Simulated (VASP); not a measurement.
# CO2 (I-42d) in VASP: notebook

Aim: see how the results for CO2 move with the level of theory and the settings. Levels: revPBE+D3(BJ), revPBE+D4, BLYP+D3(BJ), PBEsol. Tasks: relaxation of cell and atoms.

Everything below comes from runs of VASP 6.6.1. Logs are shortened: lines on timing, memory, paths and dates and some standing lists are left out, and cuts for length are marked.

### Step 1. The cell of the first run

Symmetry: I-42d, No. 122, tetragonal system. The conventional cell has a = 3.949 Å, b = 3.949 Å, c = 6.028 Å, α = 90.00°, β = 90.00°, γ = 90.00°. Within 1.9 Å of O (site symmetry 2) lie 2 C at 1.40 Å. C (site symmetry -4) has 4 O at 1.40 Å within 1.9 Å.

### Step 2. Relaxation of cell and atoms, revPBE+D3(BJ)

INCAR reads:

```
  PREC = Accurate
  ENCUT = 600
  EDIFF = 1E-6
  ISMEAR = -1
  SIGMA = 0.05
  LREAL = False
  LASPH = True
  NELM = 100
  ALGO = Normal
  ISIF = 3
  LWAVE = False
  LCHARG = False
  GGA = RE
  IVDW = 12
  IBRION = 2
  NSW = 60
  EDIFFG = -0.01
```

KPOINTS reads:

```
regular mesh
0
Gamma
  9 9 9
```

POSCAR reads:

```
CO2
1.0
   -1.9747270000      1.9747270000      3.0140580000
    1.9747270000     -1.9747270000      3.0140580000
    1.9747270000      1.9747270000     -3.0140580000
O C
4 2
Direct
    0.8750000000      0.9597980000      0.5847980000
    0.3750000000      0.2902020000      0.4152020000
    0.0402020000      0.6250000000      0.9152020000
    0.7097980000      0.1250000000      0.0847980000
    0.0000000000      0.0000000000      0.0000000000
    0.7500000000      0.2500000000      0.5000000000
```

Potentials or basis: VASP PAW PBE potentials, release 64 (O, C).

On the command line:

```sh
cat potpaw_PBE.64/O/POTCAR potpaw_PBE.64/C/POTCAR > POTCAR
mpirun -np 1 vasp_std > vasp.out
```

OUTCAR:

```text
PREC = Accurate
   ENCUT = 600
   EDIFF = 1E-6
   ISMEAR = -1
   LREAL = False
   LASPH = True
   NELM = 100
   ISIF = 3
   GGA = RE
   IVDW = 12
   IBRION = 2
   NSW = 60
   EDIFFG = -0.01
 IVDW          = 12

 ion  position               nearest neighbor table
   1  0.875  0.960  0.585-   5 1.40   6 1.40
   2  0.375  0.290  0.415-   5 1.40   6 1.40
   3  0.040  0.625  0.915-   6 1.40   5 1.40
   4  0.710  0.125  0.085-   5 1.40   6 1.40
   5  0.000  0.000  0.000-   1 1.40   2 1.40   4 1.40   3 1.40
   6  0.750  0.250  0.500-   1 1.40   3 1.40   4 1.40   2 1.40

  LATTYP: Found a body centered tetragonal cell.
 ALAT       =     3.9494540000
 C/A-ratio  =     1.5263162959

  Lattice vectors:

 A1 = (  -1.9747270000,   1.9747270000,   3.0140580000)
 A2 = (   1.9747270000,  -1.9747270000,   3.0140580000)
 A3 = (   1.9747270000,   1.9747270000,  -3.0140580000)

Analysis of symmetry for initial positions (statically):
=====================================================================
 Subroutine PRICEL returns:
 Original cell was already a primitive cell.

 Routine SETGRP: Setting up the symmetry group for a
 body centered tetragonal supercell.

 Subroutine GETGRP returns: Found  8 space group operations
 (whereof  4 operations were pure point group operations)
 out of a pool of 16 trial point group operations.

The static configuration has the point symmetry S_4 .
 The point group associated with its full space group is D_2d.

Analysis of symmetry for dynamics (positions and initial velocities):
=====================================================================
 Subroutine PRICEL returns:
 Original cell was already a primitive cell.

 Routine SETGRP: Setting up the symmetry group for a
 body centered tetragonal supercell.

 Subroutine GETGRP returns: Found  8 space group operations
 (whereof  4 operations were pure point group operations)
 out of a pool of 16 trial point group operations.

The dynamic configuration has the point symmetry S_4 .
 The point group associated with its full space group is D_2d.

 Subroutine INISYM returns: Found  8 space group operations
 (whereof  4 operations are pure point group operations),
 and found     1 'primitive' translations

----------------------------------------------------------------------------------------

                                     Primitive cell

  volume of cell :      47.0138

  direct lattice vectors                    reciprocal lattice vectors
    -1.974727000  1.974727000  3.014058000     0.000000000  0.253199556  0.165889309
     1.974727000 -1.974727000  3.014058000     0.253199556  0.000000000  0.165889309
     1.974727000  1.974727000 -3.014058000     0.253199556  0.253199556  0.000000000

  length of vectors
     4.108970562  4.108970562  4.108970562     0.302703284  0.302703284  0.358078246

  position of ions in fractional coordinates (direct lattice)
     0.875000000  0.959798000  0.584798000
     0.375000000  0.290202000  0.415202000
     0.040202000  0.625000000  0.915202000
     0.709798000  0.125000000  0.084798000
     0.000000000  0.000000000  0.000000000
     0.750000000  0.250000000  0.500000000

  ion indices of the primitive-cell ions
   primitive index   ion index
                 1           1
                 2           2
                 3           3
                 4           4
                 5           5
                 6           6

----------------------------------------------------------------------------------------

 KPOINTS: regular mesh

Automatic generation of k-mesh.
 Grid dimensions read from file:
 generate k-points for:    9    9    9

 Generating k-lattice:

  Cartesian coordinates                     Fractional coordinates (reciprocal lattice)
     0.000000000  0.028133284  0.018432145     0.111111111 -0.000000000  0.000000000
     0.028133284  0.000000000  0.018432145    -0.000000000  0.111111111  0.000000000
     0.028133284  0.028133284  0.000000000     0.000000000  0.000000000  0.111111111

  Length of vectors
     0.033633698  0.033633698  0.039786472

  Shift w.r.t. Gamma in fractional coordinates (k-lattice)
     0.000000000  0.000000000  0.000000000

 Subroutine IBZKPT returns following result:
 ===========================================

 Found     75 irreducible k-points:

 Following reciprocal coordinates:
            Coordinates               Weight
  0.000000  0.000000  0.000000      1.000000
  0.111111 -0.000000  0.000000      8.000000
  0.222222 -0.000000  0.000000      8.000000
  0.333333 -0.000000  0.000000      8.000000
  0.444444 -0.000000  0.000000      8.000000
  0.111111  0.111111  0.000000      8.000000
[... 16 lines left out ...]
 -0.333333  0.333333  0.000000      4.000000
  0.444444  0.444444  0.000000      8.000000
 [... further k-points ...]
   k-points           NKPTS =     75   k-points in BZ     NKDIM =     75   number of bands    NBANDS=     20
   number of dos      NEDOS =    301   number of ions     NIONS =      6
   total plane-waves  NPLWV =  46656
   dimension x,y,z NGX =    36 NGY =   36 NGZ =   36
   dimension x,y,z NGXF=    72 NGYF=   72 NGZF=   72
   ions per type =               4   2
   NGX,Y,Z   is equivalent  to a cutoff of  14.57, 14.57, 14.57 a.u.
   NGXF,Y,Z  is equivalent  to a cutoff of  29.13, 29.13, 29.13 a.u.
 SYSTEM =  unknown system
   PREC   = accura    normal or accurate (medium, high low for compatibility)
   ISTART =      0    job   : 0-new  1-cont  2-samecut
   ICHARG =      2    charge: 1-file 2-atom 10-const
   ISPIN  =      1    spin polarized calculation?
   LNONCOLLINEAR =      F non collinear calculations
   LSORBIT =      F    spin-orbit coupling
   LASPH  =      T    aspherical Exc in radial PAW
   ENCUT  =  600.0 eV  44.10 Ry    6.64 a.u.   8.21  8.21  8.21*2*pi/ulx,y,z
   NELM   =    100;   NELMIN=  2; NELMDL= -5     # of ELM steps
   EDIFF  = 0.1E-05   stopping-criterion for ELM
   LREAL  =      F    real-space projection
   EDIFFG = -.1E-01   stopping-criterion for IOM
   NSW    =     60    number of steps for IOM
   IBRION =      2    ionic relax: 0-MD 1-quasi-New 2-CG
   NFREE  =      1    steps in history (QN), initial steepest desc. (CG)
   ISIF   =      3    stress and relaxation
   ISYM   =      2    0-nonsym 1-usesym 2-fastsym
   POTIM  = 0.5000    time-step for ionic-motion
   TEBEG  =    0.0;   TEEND  =   0.0 temperature during run
   PSTRESS=    0.0 pullay stress
   NELECT =      32.0000    total number of electrons
   NUPDOWN=      -1.0000    fix difference up-down
   EMIN   =  10.00;   EMAX   =-10.00  energy-range for DOS
   EFERMI =   0.00;   METHOD = LEGACY
   ISMEAR =    -1;   SIGMA  =   0.05  broadening in eV -4-tet -1-fermi 0-gaus
   EFERMI_NEDOS =   21; number of points for ismear=-14 and -15
   IALGO  =     38    algorithm
   IMIX   =      4    mixing-type and parameters
     AMIX     =   0.40;   BMIX     =  1.00
     AMIX_MAG =   1.60;   BMIX_MAG =  1.00
  volume/ion in A,a.u.               =       7.84        52.88
  Fermi-wavevector in a.u.,A,eV,Ry     =   1.440068  2.721333 28.215694  2.073795
  Thomas-Fermi vector in A             =   2.558853
   LORBIT       =      0    0 simple, 1 ext, 2 COOP (PROOUT), +10 PAW based schemes
   GGA     = RE    functional components
   LHFCALC =     F    Hartree Fock is set to
   AEXX    =    0.0000 exact exchange contribution
   IVDW    =    12    specifies the selected vdW correction
   LEPSILON=     F    determine dielectric tensor
   LRPA    =     F    only Hartree local field effects (RPA)
 conjugate gradient relaxation of ions
 non-spin polarized calculation
  energy-cutoff  :      600.00
  volume of cell :       47.01
 maximum number of plane-waves:      1584
 NGX is ok and might be reduce to    36
   NGX = 17   NGY = 17   NGZ = 17

--------------------------------------- Ionic step        1  -------------------------------------------

 number of electron      31.9999994 magnetization

 Free energy of the ion-electron system (eV)
  ---------------------------------------------------
  ext. energy  EPLUGINS =         0.00000000
  ---------------------------------------------------
  free energy    TOTEN  =       -41.25084468 eV

  energy without entropy =      -41.25084468  energy(sigma->0) =      -41.25084468

------------------------ aborting loop because EDIFF is reached ----------------------------------------

 Edisp (eV)   -1.22334

 E8    (eV) :    -0.6656

  FORCE on cell =-STRESS in cart. coord.  units (eV):
  Direction    XX          YY          ZZ          XY          YZ          ZX
  --------------------------------------------------------------------------------------
  -------------------------------------------------------------------------------------
  Total       0.21096     0.21096    -0.29795     0.00000     0.00000     0.00000
  in kB       7.18929     7.18929   -10.15393     0.00000     0.00000     0.00000
  external pressure =        1.41 kB  Pullay stress =        0.00 kB
[... 201 lines left out ...]
  energy  without entropy=      -42.4798440469  energy(sigma->0) =      -42.47984405

--------------------------------------- Ionic step        6  -------------------------------------------

 number of electron      31.9999994 magnetization

 Free energy of the ion-electron system (eV)
  ---------------------------------------------------
  ext. energy  EPLUGINS =         0.00000000
  ---------------------------------------------------
  free energy    TOTEN  =       -41.24385464 eV

  energy without entropy =      -41.24385464  energy(sigma->0) =      -41.24385464

 E-fermi :   3.3751     XC(G=0): -10.8799

 val. band max:        2.3073596562   @ k =  -0.4444   0.4444   0.4444
 cond. band min:      10.0296133997   @ k =   0.0000   0.0000   0.0000
 fundamental gap:      7.7222537435
 Fermi energy:         3.3751050728

 k-point     1 :       0.0000    0.0000    0.0000
  band No.  band energies     occupation
      1     -21.6746      2.00000
      2     -16.6367      2.00000
      3     -16.6367      2.00000
      4     -15.9578      2.00000
      5     -12.1555      2.00000
      6      -7.2156      2.00000
[... 12 lines left out ...]
     19      11.6011      0.00000
[... 513 lines left out ...]
      4     -16.6764      2.00000
      5      -9.1929      2.00000
      6      -8.9879      2.00000
[... 12 lines left out ...]
     19      12.0866      0.00000
     20      12.2185      0.00000

 [... further k-points ...]

------------------------ aborting loop because EDIFF is reached ----------------------------------------

 Edisp (eV)   -1.23605

 E8    (eV) :    -0.6727

  FORCE on cell =-STRESS in cart. coord.  units (eV):
  Direction    XX          YY          ZZ          XY          YZ          ZX
  --------------------------------------------------------------------------------------
  -------------------------------------------------------------------------------------
  Total      -0.02529    -0.02529     0.05402     0.00000     0.00000     0.00000
  in kB      -0.86930    -0.86930     1.85715     0.00000     0.00000     0.00000
  external pressure =        0.04 kB  Pullay stress =        0.00 kB
[... 21 lines left out ...]
  FREE ENERGIE OF THE ION-ELECTRON SYSTEM (eV)
  ---------------------------------------------------
  free  energy   TOTEN  =       -42.4799090631 eV

  energy  without entropy=      -42.4799090631  energy(sigma->0) =      -42.47990906

 reached required accuracy - stopping structural energy minimisation
```

It took 2.2 min on 1 thread of Intel Xeon 6975P-C (Granite Rapids), shared host; peak memory 0.25 GiB.

What came out:

```yaml
Free_energy: -42.4799 eV
Relaxed_volume: 7.77 Å³/atom
Relaxed_cell: a = 4.093 Å, b = 4.093 Å, c = 4.093 Å, α = 122.38°, β = 122.38°, γ = 85.92°
Space_group_after_relaxing_to_0.1_Å: I-42d (No. 122)
Energy_gained_by_relaxing: 1.0 meV/atom
Ionic_steps: 6
Pressure_after_relaxing: 0.0 GPa
Largest_force_after_relaxing: 0.008 eV/Å
Band_gap_on_the_k_mesh: 7.72 eV (least direct gap 8.11 eV)
Dispersion_energy_per_atom: -0.206 eV
```

Forces on the atoms (eV/Å):
```
O   -0.008  0.000  0.000
O    0.008  0.000  0.000
O    0.000  0.008  0.000
O    0.000 -0.008  0.000
C    0.000  0.000  0.000
C    0.000  0.000  0.000
```

Stress tensor (GPa, compression positive):
```
-0.09  0.00  0.00
 0.00 -0.09  0.00
 0.00  0.00  0.19
```

The path:
```tsv
step	energy change (eV)	largest force (eV/Å)	pressure (GPa)	volume (Å³)
1	0.0000	0.2010	0.14	47.01
2	-0.0032	0.0576	-1.93	47.06
3	-0.0035	0.0031	-1.47	47.05
4	-0.0057	0.0054	0.01	46.61
5	-0.0057	0.0054	-0.04	46.62
6	-0.0057	0.0077	0.00	46.60
```

Final structure:
```xyz
6
Lattice="-1.9723 1.9723 2.9953 1.9723 -1.9723 2.9953 1.9723 1.9723 -2.9953" Properties=species:S:1:pos:R:3 pbc="T T T"
O     1.3083    0.9861    3.7441
O     0.6639    0.9861    0.7488
O     2.9584    0.6639   -0.7488
O    -0.9861    1.3083    2.2465
C     0.0000    0.0000    0.0000
C     0.0000    1.9723    1.4976
```

Levels at points of the mesh, in eV from the valence-band top:
```tsv
k point	band 14	band 15	band 16	band 17	band 18	band 19
(0.00, 0.00, 0.00)	-0.81	-0.81	-0.38	7.72	9.13	9.29
```

Caveat: the PAW data sets were made with another functional, which shifts forces and pressure a little.

### Step 3. Relaxation of cell and atoms, revPBE+D4

INCAR reads:

```
PREC = Accurate ; ENCUT = 600
EDIFF = 1E-6 ; ISMEAR = -1
SIGMA = 0.05 ; LREAL = False
LASPH = True ; NELM = 100
ALGO = Normal ; ISIF = 3
LWAVE = False ; LCHARG = False
GGA = RE ; IVDW = 13
IBRION = 2 ; NSW = 60
EDIFFG = -0.01
```

KPOINTS reads:

```
Automatic mesh
0
Gamma
  9 9 9
```

POSCAR is that of step 2.

Potentials or basis: VASP PAW PBE potentials, release 64 (O, C).

On the command line:

```sh
cat potpaw_PBE.64/O/POTCAR potpaw_PBE.64/C/POTCAR > POTCAR
mpirun -np 1 vasp_std > vasp.out
```

OUTCAR:

```text
PREC = Accurate
   ENCUT = 600
   EDIFF = 1E-6
   ISMEAR = -1
   LREAL = False
   LASPH = True
   NELM = 100
   ISIF = 3
   GGA = RE
   IVDW = 13
   IBRION = 2
   NSW = 60
   EDIFFG = -0.01

 ion  position               nearest neighbor table
   1  0.875  0.960  0.585-   5 1.40   6 1.40
   2  0.375  0.290  0.415-   5 1.40   6 1.40
   3  0.040  0.625  0.915-   6 1.40   5 1.40
   4  0.710  0.125  0.085-   5 1.40   6 1.40
   5  0.000  0.000  0.000-   1 1.40   2 1.40   4 1.40   3 1.40
   6  0.750  0.250  0.500-   1 1.40   3 1.40   4 1.40   2 1.40

  LATTYP: Found a body centered tetragonal cell.
 ALAT       =     3.9494540000
 C/A-ratio  =     1.5263162959

  Lattice vectors:

 A1 = (  -1.9747270000,   1.9747270000,   3.0140580000)
 A2 = (   1.9747270000,  -1.9747270000,   3.0140580000)
 A3 = (   1.9747270000,   1.9747270000,  -3.0140580000)

Analysis of symmetry for initial positions (statically):
=====================================================================
 Subroutine PRICEL returns:
 Original cell was already a primitive cell.

 Routine SETGRP: Setting up the symmetry group for a
 body centered tetragonal supercell.

 Subroutine GETGRP returns: Found  8 space group operations
 (whereof  4 operations were pure point group operations)
 out of a pool of 16 trial point group operations.

The static configuration has the point symmetry S_4 .
 The point group associated with its full space group is D_2d.

Analysis of symmetry for dynamics (positions and initial velocities):
[... 153 lines left out ...]
  energy-cutoff  :      600.00
  volume of cell :       47.01
 maximum number of plane-waves:      1584
 NGX is ok and might be reduce to    36
   NGX = 17   NGY = 17   NGZ = 17

--------------------------------------- Ionic step        1  -------------------------------------------

 number of electron      31.9999994 magnetization

 Free energy of the ion-electron system (eV)
  ---------------------------------------------------
  ext. energy  EPLUGINS =         0.00000000
  ---------------------------------------------------
  free energy    TOTEN  =       -41.25084468 eV

  energy without entropy =      -41.25084468  energy(sigma->0) =      -41.25084468

------------------------ aborting loop because EDIFF is reached ----------------------------------------

  DFT-D4 for vdW energy calculation

  Edisp (eV):   -1.78494
[... 255 lines left out ...]
--------------------------------------- Ionic step        7  -------------------------------------------

 number of electron      32.0000001 magnetization

 Free energy of the ion-electron system (eV)
  ---------------------------------------------------
  ext. energy  EPLUGINS =         0.00000000
  ---------------------------------------------------
  free energy    TOTEN  =       -41.22368257 eV

  energy without entropy =      -41.22368257  energy(sigma->0) =      -41.22368257

 E-fermi :   3.5433     XC(G=0): -10.9635

 val. band max:        2.4413198461   @ k =  -0.4444   0.4444   0.4444
 cond. band min:      10.1767875693   @ k =   0.0000   0.0000   0.0000
 fundamental gap:      7.7354677232
 Fermi energy:         3.5432670048

 k-point     1 :       0.0000    0.0000    0.0000
  band No.  band energies     occupation
      1     -21.6049      2.00000
      2     -16.5189      2.00000
      3     -16.5189      2.00000
      4     -15.8528      2.00000
      5     -12.0040      2.00000
      6      -7.0963      2.00000
[... 541 lines left out ...]
     19      12.2676      0.00000
     20      12.4007      0.00000

 [... further k-points ...]

------------------------ aborting loop because EDIFF is reached ----------------------------------------

  DFT-D4 for vdW energy calculation

  Edisp (eV):   -1.82649
[... 29 lines left out ...]
  FREE ENERGIE OF THE ION-ELECTRON SYSTEM (eV)
  ---------------------------------------------------
  free  energy   TOTEN  =       -43.0501754907 eV

  energy  without entropy=      -43.0501754906  energy(sigma->0) =      -43.05017549

 reached required accuracy - stopping structural energy minimisation
```

CONTCAR:

```text
CO2
   1.00000000000000
    -1.9592273147613006    1.9592273147613006    2.9980799277388450
     1.9592273147613006   -1.9592273147613006    2.9980799277388450
     1.9592273147613006    1.9592273147613006   -2.9980799277388450
  O               C
     4     2
Direct
     0.8750000000000000    0.9540216571406128    0.5790216571406128
     0.3750000000000000    0.2959783428593872    0.4209783428593872
     0.0459783428593872    0.6250000000000000    0.9209783428593872
     0.7040216571406128    0.1250000000000000    0.0790216571406127
     0.0000000000000000    0.0000000000000000    0.0000000000000000
     0.7500000000000000    0.2500000000000000    0.5000000000000000

  0.00000000E+00  0.00000000E+00  0.00000000E+00
  0.00000000E+00  0.00000000E+00  0.00000000E+00
  0.00000000E+00  0.00000000E+00  0.00000000E+00
  0.00000000E+00  0.00000000E+00  0.00000000E+00
  0.00000000E+00  0.00000000E+00  0.00000000E+00
  0.00000000E+00  0.00000000E+00  0.00000000E+00
```

Run time: 3.1 min. Hardware: 1 thread of Intel Xeon 6975P-C (Granite Rapids), shared host; peak memory 0.23 GiB.

Results:

```
Free energy                           : -43.0502 eV
Relaxed volume                        : 7.67 Å³/atom
Relaxed cell                          : a = 4.082 Å, b = 4.082 Å, c = 4.082 Å, α = 122.64°, β = 122.64°, γ = 85.49°
Space group after relaxing (to 0.1 Å) : I-42d (No. 122)
Energy gained by relaxing             : 2.4 meV/atom
Ionic steps                           : 7
Pressure after relaxing               : 0.0 GPa
Largest force after relaxing          : 0.004 eV/Å
Band gap on the k mesh                : 7.74 eV (least direct gap 8.10 eV)
Dispersion energy per atom            : -0.304 eV
```

Forces in eV/Å, atoms in the order of the input:
```
O   -0.004  0.000  0.000
O    0.004  0.000  0.000
O    0.000  0.004  0.000
O    0.000 -0.004  0.000
C    0.000  0.000  0.000
C    0.000  0.000  0.000
```

Step by step:
```tsv
step	energy change (eV)	largest force (eV/Å)	pressure (GPa)	volume (Å³)
1	0.0000	0.2330	-1.22	47.01
2	-0.0106	0.0684	-1.19	46.61
3	-0.0125	0.0435	-1.13	46.34
4	-0.0120	0.1046	1.75	45.82
5	-0.0134	0.0209	0.13	46.12
6	-0.0139	0.0152	0.09	46.09
7	-0.0144	0.0036	-0.02	46.03
```

Final structure:
```
O C
1.0
    -1.95923    1.95923    2.99808
     1.95923   -1.95923    2.99808
     1.95923    1.95923   -2.99808
O C
4 2
Direct
  0.87500 0.95402 0.57902
  0.37500 0.29598 0.42098
  0.04598 0.62500 0.92098
  0.70402 0.12500 0.07902
  0.00000 0.00000 0.00000
  0.75000 0.25000 0.50000
```

Caveat: the PAW data sets were made with another functional, which shifts forces and pressure a little. A k mesh can miss the band edges.

[end of part 1 of 2]
